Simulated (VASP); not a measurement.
# Mg (I4/mmm) in VASP: notebook

The runs below take Mg through single point, with r2SCAN.

Everything below comes from runs of VASP 6.6.1. Logs are shortened: lines on timing, memory, paths and dates and some standing lists are left out, and cuts for length are marked.

**1. The cell of the first run**

Symmetry: I4/mmm, No. 139, tetragonal system. The conventional cell has a = 3.597 Å, b = 3.597 Å, c = 3.290 Å, α = 90.00°, β = 90.00°, γ = 90.00°. Mg (site symmetry 4/mmm) has 14 Mg at 3.03 to 3.60 Å within 4.0 Å.

**2. Single point, r2SCAN**

Input file POSCAR:

```
Mg
1.0
   -1.7985118965      1.7985118965      1.6451208489
    1.7985118965     -1.7985118965      1.6451208489
    1.7985118965      1.7985118965     -1.6451208489
Mg
1
Direct
    0.0000000000      0.0000000000      0.0000000000
```

Input file INCAR.step1:

```
SYSTEM = Mg
ALGO     = Normal         ! electronic algorithm
EDIFF    = 1E-4           ! SCF threshold, eV
ENCUT    = 520            ! plane-wave cutoff, eV
GGA      = PE             ! functional
ISMEAR   = 0              ! smearing method
LASPH    = .True.         ! aspherical terms in the spheres
LCHARG   = .False.        ! write CHGCAR
LREAL    = .False.        ! projectors in reciprocal space
LWAVE    = .True.         ! write WAVECAR
NBANDS   = 7              ! bands
NELM     = 100            ! most SCF steps
PREC     = Accurate       ! precision mode
SIGMA    = 0.01           ! smearing width, eV
```

Input file INCAR.step2:

```
SYSTEM = Mg
ALGO     = Normal         ! electronic algorithm
EDIFF    = 1E-7           ! SCF threshold, eV
ENCUT    = 520            ! plane-wave cutoff, eV
ISIF     = 2              ! what is computed and relaxed
ISMEAR   = 0              ! smearing method
ISTART   = 1            
LASPH    = .True.         ! aspherical terms in the spheres
LCHARG   = .True.         ! write CHGCAR
LELF     = .True.         ! ELF
LMIXTAU  = .True.       
LREAL    = .False.        ! projectors in reciprocal space
LVHAR    = .True.       
LWAVE    = .False.        ! write WAVECAR
METAGGA  = R2SCAN         ! meta-GGA
NBANDS   = 7              ! bands
NELM     = 100            ! most SCF steps
PREC     = Accurate       ! precision mode
SIGMA    = 0.01           ! smearing width, eV
```

Input file KPOINTS:

```
k-points
0
Gamma
  11 11 11
  0 0 0
```

Potentials or basis: VASP PAW PBE potentials, release 64 (Mg).

Started as:

```console
> cat potpaw_PBE.64/Mg/POTCAR > POTCAR
> cp INCAR.step1 INCAR
> mpirun -np 1 vasp_std > vasp.out
> cp INCAR.step2 INCAR
> mpirun -np 1 vasp_std > vasp.out
```

OUTCAR:

```text
SYSTEM = Mg
   EDIFF = 1E-7
   ENCUT = 520
   ISIF = 2
   ISMEAR = 0
   ISTART = 1
   LASPH = .True.
   LREAL = .False.
   METAGGA = R2SCAN
   NELM = 100
   PREC = Accurate

 ion  position               nearest neighbor table
   1  0.000  0.000  0.000-

  LATTYP: Found a body centered tetragonal cell.
 ALAT       =     3.5970237930
 C/A-ratio  =     0.9147122419

  Lattice vectors:

 A1 = (  -1.7985118965,   1.7985118965,   1.6451208489)
 A2 = (   1.7985118965,  -1.7985118965,   1.6451208489)
 A3 = (   1.7985118965,   1.7985118965,  -1.6451208489)

Analysis of symmetry for initial positions (statically):
=====================================================================
 Subroutine PRICEL returns:
 Original cell was already a primitive cell.

 Routine SETGRP: Setting up the symmetry group for a
 body centered tetragonal supercell.

 Subroutine GETGRP returns: Found 16 space group operations
 (whereof 16 operations were pure point group operations)
 out of a pool of 16 trial point group operations.

The static configuration has the point symmetry D_4h.

Analysis of symmetry for dynamics (positions and initial velocities):
=====================================================================
 Subroutine PRICEL returns:
 Original cell was already a primitive cell.

 Routine SETGRP: Setting up the symmetry group for a
 body centered tetragonal supercell.

 Subroutine GETGRP returns: Found 16 space group operations
 (whereof 16 operations were pure point group operations)
 out of a pool of 16 trial point group operations.

The dynamic configuration has the point symmetry D_4h.

 Subroutine INISYM returns: Found 16 space group operations
 (whereof 16 operations are pure point group operations),
 and found     1 'primitive' translations

----------------------------------------------------------------------------------------

                                     Primitive cell

  volume of cell :      21.2855

  direct lattice vectors                    reciprocal lattice vectors
    -1.798511896  1.798511896  1.645120849     0.000000000  0.278007613  0.303929040
     1.798511896 -1.798511896  1.645120849     0.278007613  0.000000000  0.303929040
     1.798511896  1.798511896 -1.645120849     0.278007613  0.278007613  0.000000000

  length of vectors
     3.029143888  3.029143888  3.029143888     0.411899374  0.411899374  0.393162137

  position of ions in fractional coordinates (direct lattice)
[... 77 lines left out ...]
   EDIFF  = 0.1E-06   stopping-criterion for ELM
   LREAL  =      F    real-space projection
   EDIFFG = 0.1E-05   stopping-criterion for IOM
   NSW    =      0    number of steps for IOM
   IBRION =     -1    ionic relax: 0-MD 1-quasi-New 2-CG
   NFREE  =      0    steps in history (QN), initial steepest desc. (CG)
   ISIF   =      2    stress and relaxation
   ISYM   =      2    0-nonsym 1-usesym 2-fastsym
   POTIM  = 0.5000    time-step for ionic-motion
   TEBEG  =    0.0;   TEEND  =   0.0 temperature during run
   PSTRESS=    0.0 pullay stress
   NELECT =       2.0000    total number of electrons
   NUPDOWN=      -1.0000    fix difference up-down
   EMIN   =  10.00;   EMAX   =-10.00  energy-range for DOS
   EFERMI =   0.00;   METHOD = LEGACY
   ISMEAR =     0;   SIGMA  =   0.01  broadening in eV -4-tet -1-fermi 0-gaus
   EFERMI_NEDOS =   21; number of points for ismear=-14 and -15
   IALGO  =     38    algorithm
   IMIX   =      4    mixing-type and parameters
     AMIX     =   0.40;   BMIX     =  1.00
     AMIX_MAG =   1.60;   BMIX_MAG =  1.00
  volume/ion in A,a.u.               =      21.29       143.64
  Fermi-wavevector in a.u.,A,eV,Ry     =   0.744258  1.406443  7.536533  0.553920
  Thomas-Fermi vector in A             =   1.839567
   LORBIT       =      0    0 simple, 1 ext, 2 COOP (PROOUT), +10 PAW based schemes
   METAGGA = R2SCAN    functional components
   LHFCALC =     F    Hartree Fock is set to
   AEXX    =    0.0000 exact exchange contribution
   IVDW    =     0    specifies the selected vdW correction
   LEPSILON=     F    determine dielectric tensor
   LRPA    =     F    only Hartree local field effects (RPA)
 non-spin polarized calculation
 Gauss-broadening in eV      SIGMA  =   0.01
  energy-cutoff  :      520.00
  volume of cell :       21.29
 maximum number of plane-waves:       586
   NGX = 11   NGY = 11   NGZ = 11

 number of electron       2.0000000 magnetization

 Free energy of the ion-electron system (eV)
  ---------------------------------------------------
  ext. energy  EPLUGINS =         0.00000000
  ---------------------------------------------------
  free energy    TOTEN  =        -4.11118404 eV

  energy without entropy =       -4.11115213  energy(sigma->0) =       -4.11116809

 E-fermi :   3.1270     XC(G=0):  -9.2876

 val. band max:        3.1101129761   @ k =  -0.1818  -0.4545   0.0909
 cond. band min:       3.1313654643   @ k =   0.3636   0.3636   0.0000
 fundamental gap:      0.0212524882
 Fermi energy:         3.1269705747

 k-point     1 :       0.0000    0.0000    0.0000
  band No.  band energies     occupation
      1      -4.6738      2.00000
      2      16.2238      0.00000
      3      18.3058      0.00000
      4      18.3058      0.00000
      5      18.6354      0.00000
      6      19.2712      0.00000
      7      19.2712      0.00000
[... 221 lines left out ...]
 k-point    24 :      -0.1818    0.1818    0.0000
  band No.  band energies     occupation
      1      -3.8570      2.00000
      2      10.9139      0.00000
      3      16.1207      0.00000
      4      16.7151      0.00000
      5      17.6053      0.00000
      6      18.0444      0.00000
      7      19.8808      0.00000

 [... further k-points ...]

------------------------ aborting loop because EDIFF is reached ----------------------------------------

  FORCE on cell =-STRESS in cart. coord.  units (eV):
  Direction    XX          YY          ZZ          XY          YZ          ZX
  --------------------------------------------------------------------------------------
  -------------------------------------------------------------------------------------
  Total        0.2012312      0.2012312      0.5330107      0.0000000      0.0000000     -0.0000000
  in kB       15.1468195     15.1468195     40.1201074      0.0000000      0.0000000     -0.0000000
  external PRESSURE =      23.4712488 kB  Pullay stress =       0.0000000 kB

 VOLUME and BASIS-vectors are now :
 -----------------------------------------------------------------------------
  energy-cutoff  :      520.00
  volume of cell :       21.29
      direct lattice vectors                 reciprocal lattice vectors
    -1.798511896  1.798511896  1.645120849     0.000000000  0.278007613  0.303929040
     1.798511896 -1.798511896  1.645120849     0.278007613  0.000000000  0.303929040
     1.798511896  1.798511896 -1.645120849     0.278007613  0.278007613  0.000000000

 POSITION                                       TOTAL-FORCE (eV/Angst)
 -----------------------------------------------------------------------------------
      0.00000      0.00000      0.00000        -0.000000      0.000000      0.000000
 -----------------------------------------------------------------------------------
    total drift:                               -0.000000      0.000000      0.000000

  FREE ENERGIE OF THE ION-ELECTRON SYSTEM (eV)
  ---------------------------------------------------
  free  energy   TOTEN  =        -4.1111840444 eV

  energy  without entropy=       -4.1111521341  energy(sigma->0) =       -4.11116809
```

OSZICAR.step1:

```text
N       E                     dE             d eps       ncg     rms          rms(c)
DAV:   1    -0.814881410287E+00   -0.81488E+00   -0.83697E+02  1953   0.198E+02
DAV:   2    -0.146997067493E+01   -0.65509E+00   -0.64163E+00  2317   0.112E+01
DAV:   3    -0.147232001996E+01   -0.23493E-02   -0.23493E-02  2247   0.750E-01
DAV:   4    -0.147232348970E+01   -0.34697E-05   -0.34698E-05  2492   0.216E-02
DAV:   5    -0.147232349996E+01   -0.10258E-07   -0.10020E-07  2226   0.757E-04    0.669E-01
DAV:   6    -0.146815948025E+01    0.41640E-02   -0.21517E-04  1995   0.109E-01    0.428E-01
DAV:   7    -0.146384973568E+01    0.43097E-02   -0.96656E-04  1820   0.190E-01    0.234E-02
DAV:   8    -0.146385457688E+01   -0.48412E-05   -0.69015E-06  1505   0.160E-02
   1 F= -.14638546E+01 E0= -.14638411E+01  d E =-.270139E-04
```

Run time: 1.7 min. Hardware: 1 thread of AMD EPYC 7R13, shared host; peak memory 0.12 GiB.

What came out:

| Property | Result |
| --- | --- |
| Free energy | -4.1112 eV |
| Pressure | 2.3 GPa |
| Band gap on the k mesh | zero (bands 1 and 2 overlap by 4.48 eV) |

Stress tensor (GPa, compression positive):
```
1.51 0.00 0.00
0.00 1.51 0.00
0.00 0.00 4.01
```

Levels at points of the mesh, in eV from the Fermi level:
| k point | band 1 | band 2 | band 3 | band 4 | band 5 | band 6 |
| --- | --- | --- | --- | --- | --- | --- |
| (0.00, 0.00, 0.00) | -7.80 | 13.10 | 15.18 | 15.18 | 15.51 | 16.14 |

Caveat: the PAW data sets were made with another functional, which shifts forces and pressure a little.

**3. Single point, r2SCAN**

This run uses another cell than the first one, of 21.74 Å³/atom.

Input file POSCAR:

```
Mg
1.0
   -1.8111778905      1.8111778905      1.6567065887
    1.8111778905     -1.8111778905      1.6567065887
    1.8111778905      1.8111778905     -1.6567065887
Mg
1
Direct
    0.0000000000      0.0000000000      0.0000000000
```

Input file INCAR.step1:

```
PREC = Accurate ; ENCUT = 520
ISMEAR = 0 ; SIGMA = 0.01
LREAL = F ; LASPH = T
NELM = 60 ; NBANDS = 7
GGA = PE ; ALGO = Normal
EDIFF = 1E-4 ; LWAVE = T
LCHARG = F
```

Input file INCAR.step2:

```
PREC = Accurate ; ENCUT = 520
EDIFF = 1E-7 ; ISMEAR = 0
SIGMA = 0.01 ; LREAL = F
LASPH = T ; NELM = 60
ALGO = Normal ; ISIF = 2
LWAVE = F ; LCHARG = F
METAGGA = R2SCAN ; LMIXTAU = T
NBANDS = 7 ; ISTART = 1
```

Input file KPOINTS:

```
regular mesh
0
Gamma
  11 11 11
```

Potentials or basis: VASP PAW PBE potentials, release 64 (Mg).

Started as:

```console
> cat potpaw_PBE.64/Mg/POTCAR > POTCAR
> cp INCAR.step1 INCAR
> mpirun -np 1 vasp_std > vasp.out
> cp INCAR.step2 INCAR
> mpirun -np 1 vasp_std > vasp.out
```

Wall time 2 min (1 thread of AMD EPYC 7R13, shared host); peak memory 0.12 GiB.

It converged, with:

| Property | Result |
| --- | --- |
| Free energy | -4.1164 eV |
| Pressure | 1.4 GPa |
| Band gap on the k mesh | zero (bands 1 and 2 overlap by 4.46 eV) |

Stress tensor (GPa, compression positive):
```
0.58 0.00 0.00
0.00 0.58 0.00
0.00 0.00 2.92
```

Levels at points of the mesh, in eV from the Fermi level:
| k point | band 1 | band 2 | band 3 | band 4 | band 5 |
| --- | --- | --- | --- | --- | --- |
| (0.00, 0.00, 0.00) | -7.70 | 12.97 | 15.02 | 15.02 | 15.36 |

Caveat: the PAW data sets were made with another functional, which shifts forces and pressure a little.

**4. Single point, r2SCAN**

This run uses another cell than the first one, of 22.19 Å³/atom.

Input file POSCAR:

```
Mg
1.0
   -1.8236691672      1.8236691672      1.6681325125
    1.8236691672     -1.8236691672      1.6681325125
    1.8236691672      1.8236691672     -1.6681325125
Mg
1
Direct
    0.0000000000      0.0000000000      0.0000000000
```

Input file INCAR.step1:

```
PREC     = Accurate       # precision mode
ENCUT    = 520            # plane-wave cutoff, eV
ISMEAR   = 0              # smearing method
SIGMA    = 0.01           # smearing width, eV
LREAL    = F              # projectors in reciprocal space
LASPH    = T              # aspherical terms in the spheres
NELM     = 80             # most SCF steps
NBANDS   = 7              # bands
GGA      = PE             # functional
ALGO     = Normal         # electronic algorithm
EDIFF    = 1E-4           # SCF threshold, eV
LWAVE    = T              # write WAVECAR
LCHARG   = F              # write CHGCAR
```

Input file INCAR.step2:

```
PREC     = Accurate       # precision mode
ENCUT    = 520            # plane-wave cutoff, eV
EDIFF    = 1E-6           # SCF threshold, eV
ISMEAR   = 0              # smearing method
SIGMA    = 0.01           # smearing width, eV
LREAL    = F              # projectors in reciprocal space
LASPH    = T              # aspherical terms in the spheres
NELM     = 80             # most SCF steps
ALGO     = Normal         # electronic algorithm
ISIF     = 2              # what is computed and relaxed
LWAVE    = F              # write WAVECAR
LCHARG   = F              # write CHGCAR
METAGGA  = R2SCAN         # meta-GGA
LMIXTAU  = T            
NBANDS   = 7              # bands
ISTART   = 1
```

KPOINTS is that of step 3.

Started as:

```console
> cat potpaw_PBE.64/Mg/POTCAR > POTCAR
> cp INCAR.step1 INCAR
> mpirun -np 1 vasp_std > vasp.out
> cp INCAR.step2 INCAR
> mpirun -np 1 vasp_std > vasp.out
```

It took 1.7 min on 1 thread of AMD EPYC 7R13, shared host; peak memory 0.12 GiB.

Results (log left out):

- Free energy: -4.1190 eV
- Pressure: 0.5 GPa
- Band gap on the k mesh: zero (bands 1 and 2 overlap by 4.44 eV)

Stress tensor (GPa, compression positive):
```
-0.26  0.00  0.00
 0.00 -0.26  0.00
 0.00  0.00  1.94
```

Levels at points of the mesh, in eV from the Fermi level:
| k point | band 1 | band 2 | band 3 | band 4 |
| --- | --- | --- | --- | --- |
| (0.00, 0.00, 0.00) | -7.59 | 12.85 | 14.88 | 14.88 |

Caveat: the PAW data sets were made with another functional, which shifts forces and pressure a little.

(Part 1 of 2 ends here.)
